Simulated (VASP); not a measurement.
# CsPbBr3 (Pm-3m) in VASP: a series of runs

CsPbBr3 is run at these levels: r2SCAN; tasks: single point.

Everything below comes from runs of VASP 6.6.1. Logs are shortened: lines on timing, memory, paths and dates and some standing lists are left out, and cuts for length are marked.

## (1) The cell of the first run

Symmetry: Pm-3m, No. 221, cubic system. Conventional cell: a = 5.943 Å, b = 5.943 Å, c = 5.943 Å, α = 90.00°, β = 90.00°, γ = 90.00°. Within 5.5 Å of Cs (site symmetry m-3m) lie 12 Br at 4.20 Å and 8 Pb at 5.15 Å. Within 3.9 Å of Pb (site symmetry m-3m) lie 6 Br at 2.97 Å. Within 3.9 Å of Br (site symmetry 4/mmm) lie 2 Pb at 2.97 Å.

## (2) Single point, r2SCAN

The input, POSCAR:

```
CsPbBr3
1.0
    5.9429615618      0.0000000000      0.0000000000
    0.0000000000      5.9429615618      0.0000000000
    0.0000000000      0.0000000000      5.9429615618
Cs Pb Br
1 1 3
Direct
    0.0000000000      0.0000000000      0.0000000000
    0.5000000000      0.5000000000      0.5000000000
    0.5000000000      0.5000000000      0.0000000000
    0.5000000000      0.0000000000      0.5000000000
    0.0000000000      0.5000000000      0.5000000000
```

The input, INCAR.step1:

```
PREC = Accurate
ENCUT = 520
ISMEAR = 0
SIGMA = 0.01
LREAL = F
LASPH = T
NELM = 80
NBANDS = 30
GGA = PE
ALGO = Normal
EDIFF = 1E-4
LWAVE = T
LCHARG = F
```

The input, INCAR.step2:

```
PREC = Accurate
ENCUT = 520
EDIFF = 1E-6
ISMEAR = 0
SIGMA = 0.01
LREAL = F
LASPH = T
NELM = 80
ALGO = Normal
ISIF = 2
LWAVE = F
LCHARG = F
METAGGA = R2SCAN
LMIXTAU = T
NBANDS = 30
ISTART = 1
```

The input, KPOINTS:

```
Automatic mesh
0
Gamma
  4 4 4
```

Potentials or basis: VASP PAW PBE potentials, release 64 (Cs_sv, Pb_d, Br).

Launch:

```sh
$ cat potpaw_PBE.64/Cs_sv/POTCAR potpaw_PBE.64/Pb_d/POTCAR potpaw_PBE.64/Br/POTCAR > POTCAR
$ cp INCAR.step1 INCAR
$ mpirun -np 1 vasp_std > vasp.out
$ cp INCAR.step2 INCAR
$ mpirun -np 1 vasp_std > vasp.out
```

OUTCAR:

```text
PREC = Accurate
   ENCUT = 520
   EDIFF = 1E-6
   ISMEAR = 0
   LREAL = F
   LASPH = T
   NELM = 80
   ISIF = 2
   METAGGA = R2SCAN
   ISTART = 1

 ion  position               nearest neighbor table
   1  0.000  0.000  0.000-
   2  0.500  0.500  0.500-   3 2.97   4 2.97   5 2.97   3 2.97   4 2.97   5 2.97
   3  0.500  0.500  0.000-   2 2.97   2 2.97
   4  0.500  0.000  0.500-   2 2.97   2 2.97
   5  0.000  0.500  0.500-   2 2.97   2 2.97

  LATTYP: Found a simple cubic cell.
 ALAT       =     5.9429615618

  Lattice vectors:

 A1 = (   5.9429615618,   0.0000000000,   0.0000000000)
 A2 = (   0.0000000000,   5.9429615618,   0.0000000000)
 A3 = (   0.0000000000,   0.0000000000,   5.9429615618)

Analysis of symmetry for initial positions (statically):
=====================================================================
 Subroutine PRICEL returns:
 Original cell was already a primitive cell.

 Routine SETGRP: Setting up the symmetry group for a
 simple cubic supercell.

 Subroutine GETGRP returns: Found 48 space group operations
 (whereof 48 operations were pure point group operations)
 out of a pool of 48 trial point group operations.

The static configuration has the point symmetry O_h .

Analysis of symmetry for dynamics (positions and initial velocities):
=====================================================================
 Subroutine PRICEL returns:
 Original cell was already a primitive cell.

 Routine SETGRP: Setting up the symmetry group for a
 simple cubic supercell.

 Subroutine GETGRP returns: Found 48 space group operations
 (whereof 48 operations were pure point group operations)
 out of a pool of 48 trial point group operations.

The dynamic configuration has the point symmetry O_h .

 Subroutine INISYM returns: Found 48 space group operations
 (whereof 48 operations are pure point group operations),
 and found     1 'primitive' translations

----------------------------------------------------------------------------------------

                                     Primitive cell

  volume of cell :     209.8982

  direct lattice vectors                    reciprocal lattice vectors
     5.942961562  0.000000000  0.000000000     0.168266274  0.000000000  0.000000000
     0.000000000  5.942961562  0.000000000     0.000000000  0.168266274  0.000000000
[... 76 lines left out ...]
   EDIFF  = 0.1E-05   stopping-criterion for ELM
   LREAL  =      F    real-space projection
   EDIFFG = 0.1E-04   stopping-criterion for IOM
   NSW    =      0    number of steps for IOM
   IBRION =     -1    ionic relax: 0-MD 1-quasi-New 2-CG
   NFREE  =      0    steps in history (QN), initial steepest desc. (CG)
   ISIF   =      2    stress and relaxation
   ISYM   =      2    0-nonsym 1-usesym 2-fastsym
   POTIM  = 0.5000    time-step for ionic-motion
   TEBEG  =    0.0;   TEEND  =   0.0 temperature during run
   PSTRESS=    0.0 pullay stress
   NELECT =      44.0000    total number of electrons
   NUPDOWN=      -1.0000    fix difference up-down
   EMIN   =  10.00;   EMAX   =-10.00  energy-range for DOS
   EFERMI =   0.00;   METHOD = LEGACY
   ISMEAR =     0;   SIGMA  =   0.01  broadening in eV -4-tet -1-fermi 0-gaus
   EFERMI_NEDOS =   21; number of points for ismear=-14 and -15
   IALGO  =     38    algorithm
   IMIX   =      4    mixing-type and parameters
     AMIX     =   0.40;   BMIX     =  1.00
     AMIX_MAG =   1.60;   BMIX_MAG =  1.00
  volume/ion in A,a.u.               =      41.98       283.29
  Fermi-wavevector in a.u.,A,eV,Ry     =   0.972500  1.837758 12.867787  0.945756
  Thomas-Fermi vector in A             =   2.102803
   LORBIT       =      0    0 simple, 1 ext, 2 COOP (PROOUT), +10 PAW based schemes
   METAGGA = R2SCAN    functional components
   LHFCALC =     F    Hartree Fock is set to
   AEXX    =    0.0000 exact exchange contribution
   IVDW    =     0    specifies the selected vdW correction
   LEPSILON=     F    determine dielectric tensor
   LRPA    =     F    only Hartree local field effects (RPA)
 non-spin polarized calculation
 Gauss-broadening in eV      SIGMA  =   0.01
  energy-cutoff  :      520.00
  volume of cell :      209.90
 maximum number of plane-waves:      5695
 NGX is ok and might be reduce to    48
   NGX = 23   NGY = 23   NGZ = 23

 number of electron      43.9999990 magnetization

 Free energy of the ion-electron system (eV)
  ---------------------------------------------------
  ext. energy  EPLUGINS =         0.00000000
  ---------------------------------------------------
  free energy    TOTEN  =      -128.45801609 eV

  energy without entropy =     -128.45801609  energy(sigma->0) =     -128.45801609

 E-fermi :   0.6954     XC(G=0):  -7.8742

 val. band max:        0.6427424482   @ k =   0.5000   0.5000   0.5000
 cond. band min:       2.6993769586   @ k =   0.5000   0.5000   0.5000
 fundamental gap:      2.0566345104
 Fermi energy:         0.6954207938

 k-point     1 :       0.0000    0.0000    0.0000
  band No.  band energies     occupation
      1     -21.3071      2.00000
      2     -16.6915      2.00000
      3     -16.6915      2.00000
      4     -16.5502      2.00000
      5     -16.5502      2.00000
      6     -16.5502      2.00000
[... 319 lines left out ...]
     29       6.4861      0.00000
     30       7.7008      0.00000

------------------------ aborting loop because EDIFF is reached ----------------------------------------

  FORCE on cell =-STRESS in cart. coord.  units (eV):
  Direction    XX          YY          ZZ          XY          YZ          ZX
  --------------------------------------------------------------------------------------
  -------------------------------------------------------------------------------------
  Total        0.0238189      0.0238189      0.0238189      0.0000000     -0.0000000      0.0000000
  in kB        0.1818121      0.1818121      0.1818121      0.0000000     -0.0000000      0.0000000
  external PRESSURE =       0.1818121 kB  Pullay stress =       0.0000000 kB

 VOLUME and BASIS-vectors are now :
 -----------------------------------------------------------------------------
  energy-cutoff  :      520.00
  volume of cell :      209.90
      direct lattice vectors                 reciprocal lattice vectors
     5.942961562  0.000000000  0.000000000     0.168266274  0.000000000  0.000000000
     0.000000000  5.942961562  0.000000000     0.000000000  0.168266274  0.000000000
     0.000000000  0.000000000  5.942961562     0.000000000  0.000000000  0.168266274

 POSITION                                       TOTAL-FORCE (eV/Angst)
 -----------------------------------------------------------------------------------
      0.00000      0.00000      0.00000         0.000000      0.000000      0.000000
      2.97148      2.97148      2.97148         0.000000      0.000000      0.000000
      2.97148      2.97148      0.00000         0.000000      0.000000      0.000000
      2.97148      0.00000      2.97148         0.000000      0.000000      0.000000
      0.00000      2.97148      2.97148         0.000000      0.000000      0.000000
 -----------------------------------------------------------------------------------
    total drift:                                0.000000     -0.000000     -0.000000

  FREE ENERGIE OF THE ION-ELECTRON SYSTEM (eV)
  ---------------------------------------------------
  free  energy   TOTEN  =      -128.4580160931 eV

  energy  without entropy=     -128.4580160931  energy(sigma->0) =     -128.45801609
```

OUTCAR.step1:

```text
PREC = Accurate
   ENCUT = 520
   ISMEAR = 0
   LREAL = F
[... 546 lines left out ...]
      2.97148      2.97148      2.97148         0.000000      0.000000      0.000000
      2.97148      2.97148      0.00000         0.000000      0.000000      0.000000
      2.97148      0.00000      2.97148         0.000000      0.000000      0.000000
      0.00000      2.97148      2.97148         0.000000      0.000000      0.000000
 -----------------------------------------------------------------------------------
    total drift:                                0.000000     -0.000000     -0.000000

  FREE ENERGIE OF THE ION-ELECTRON SYSTEM (eV)
  ---------------------------------------------------
  free  energy   TOTEN  =       -15.8580285137 eV

  energy  without entropy=      -15.8580285137  energy(sigma->0) =      -15.85802851
```

OSZICAR.step1:

```text
N       E                     dE             d eps       ncg     rms          rms(c)
DAV:   1     0.387657124700E+03    0.38766E+03   -0.18553E+04   600   0.130E+03
DAV:   2     0.316673457266E+02   -0.35599E+03   -0.33900E+03   704   0.293E+02
DAV:   3    -0.147307756701E+02   -0.46398E+02   -0.46008E+02   732   0.116E+02
DAV:   4    -0.164333271610E+02   -0.17026E+01   -0.16981E+01   762   0.293E+01
DAV:   5    -0.164862884203E+02   -0.52961E-01   -0.52947E-01   748   0.442E+00    0.405E+00
DAV:   6    -0.158995570119E+02    0.58673E+00   -0.89380E-01   902   0.903E+00    0.232E+00
DAV:   7    -0.158475095118E+02    0.52048E-01   -0.47797E-01   894   0.365E+00    0.101E+00
DAV:   8    -0.158580429192E+02   -0.10533E-01   -0.58707E-02   754   0.190E+00    0.183E-01
DAV:   9    -0.158576132234E+02    0.42970E-03   -0.79862E-03   900   0.693E-01    0.104E-01
DAV:  10    -0.158579411735E+02   -0.32795E-03   -0.10116E-03   670   0.154E-01    0.492E-02
DAV:  11    -0.158580285137E+02   -0.87340E-04   -0.19743E-04   614   0.109E-01
   1 F= -.15858029E+02 E0= -.15858029E+02  d E =-.107095E-23
```

It took 3 min on 1 thread of Intel Xeon Platinum 8488C (Sapphire Rapids), shared host; peak memory 0.39 GiB.

What came out:

```
Free energy            : -128.4580 eV
Pressure               : 0.0 GPa
Band gap on the k mesh : 2.06 eV, direct
```

Levels at points of the mesh, in eV from the valence-band top:
| k point | band 18 | band 19 | band 20 | band 21 | band 22 | band 23 | band 24 | band 25 | band 26 | band 27 |
| --- | --- | --- | --- | --- | --- | --- | --- | --- | --- | --- |
| (0.00, 0.00, 0.00) | -2.07 | -2.07 | -1.96 | -1.96 | -1.96 | 3.67 | 4.71 | 4.71 | 5.53 | 5.53 |
| (0.50, 0.00, 0.00) | -2.20 | -2.18 | -2.06 | -2.06 | -1.39 | 3.03 | 5.07 | 5.64 | 5.70 | 5.75 |
| (0.50, 0.50, 0.00) | -2.27 | -2.27 | -2.22 | -1.61 | -0.68 | 2.57 | 2.57 | 5.31 | 5.85 | 6.28 |
| (0.50, 0.50, 0.50) | -2.21 | -1.60 | -1.60 | -1.60 | 0.00 | 2.06 | 2.06 | 2.06 | 5.24 | 5.84 |

Caveat: the PAW data sets were made with another functional, which shifts forces and pressure a little; spin-orbit coupling is left out, which moves the levels of the heavy elements. r2SCAN opens gaps a little over a GGA but as a rule still falls short of measured ones.

## (3) Single point, r2SCAN (volume changed by +3%)

POSCAR, as its differences from that of step 2:

```diff
@@ -2,5 +2,5 @@
 1.0
-    5.9429615618      0.0000000000      0.0000000000
-    0.0000000000      5.9429615618      0.0000000000
-    0.0000000000      0.0000000000      5.9429615618
+    6.0018065924      0.0000000000      0.0000000000
+    0.0000000000      6.0018065924      0.0000000000
+    0.0000000000      0.0000000000      6.0018065924
 Cs Pb Br
```

The input, INCAR.step1:

```
PREC     = Accurate       # precision mode
ENCUT    = 520            # plane-wave cutoff, eV
ISMEAR   = 0              # smearing method
SIGMA    = 0.01           # smearing width, eV
LREAL    = F              # projectors in reciprocal space
LASPH    = T              # aspherical terms in the spheres
NELM     = 80             # most SCF steps
NBANDS   = 30             # bands
GGA      = PE             # functional
ALGO     = Normal         # electronic algorithm
EDIFF    = 1E-4           # SCF threshold, eV
LWAVE    = T              # write WAVECAR
LCHARG   = F              # write CHGCAR
```

The input, INCAR.step2:

```
PREC     = Accurate       # precision mode
ENCUT    = 520            # plane-wave cutoff, eV
EDIFF    = 1E-6           # SCF threshold, eV
ISMEAR   = 0              # smearing method
SIGMA    = 0.01           # smearing width, eV
LREAL    = F              # projectors in reciprocal space
LASPH    = T              # aspherical terms in the spheres
NELM     = 80             # most SCF steps
ALGO     = Normal         # electronic algorithm
ISIF     = 2              # what is computed and relaxed
LWAVE    = F              # write WAVECAR
LCHARG   = F              # write CHGCAR
METAGGA  = R2SCAN         # meta-GGA
LMIXTAU  = T            
NBANDS   = 30             # bands
ISTART   = 1
```

The input, KPOINTS:

```
regular mesh
0
Gamma
  4 4 4
```

Potentials or basis: VASP PAW PBE potentials, release 64 (Cs_sv, Pb_d, Br).

Launch:

```sh
$ cat potpaw_PBE.64/Cs_sv/POTCAR potpaw_PBE.64/Pb_d/POTCAR potpaw_PBE.64/Br/POTCAR > POTCAR
$ cp INCAR.step1 INCAR
$ mpirun -np 1 vasp_std > vasp.out
$ cp INCAR.step2 INCAR
$ mpirun -np 1 vasp_std > vasp.out
```

It took 2.9 min on 1 thread of Intel Xeon Platinum 8488C (Sapphire Rapids), shared host; peak memory 0.39 GiB.

It converged, with:

```
Free energy            : -128.4475 eV
Pressure               : -0.6 GPa
Band gap on the k mesh : 2.17 eV, direct
```

Levels at points of the mesh, in eV from the valence-band top:
| k point | band 19 | band 20 | band 21 | band 22 | band 23 | band 24 | band 25 | band 26 |
| --- | --- | --- | --- | --- | --- | --- | --- | --- |
| (0.00, 0.00, 0.00) | -1.86 | -1.77 | -1.77 | -1.77 | 3.81 | 4.91 | 4.91 | 5.71 |
| (0.50, 0.00, 0.00) | -1.96 | -1.85 | -1.85 | -1.29 | 3.08 | 5.19 | 5.74 | 5.74 |
| (0.50, 0.50, 0.00) | -2.05 | -2.04 | -1.43 | -0.63 | 2.65 | 2.65 | 5.33 | 5.98 |
| (0.50, 0.50, 0.50) | -1.42 | -1.42 | -1.42 | 0.00 | 2.17 | 2.17 | 2.17 | 5.39 |

Caveat: the PAW data sets were made with another functional, which shifts forces and pressure a little; spin-orbit coupling is left out, which moves the levels of the heavy elements. A k mesh can miss the band edges.

(Part 1 of 2 ends here.)
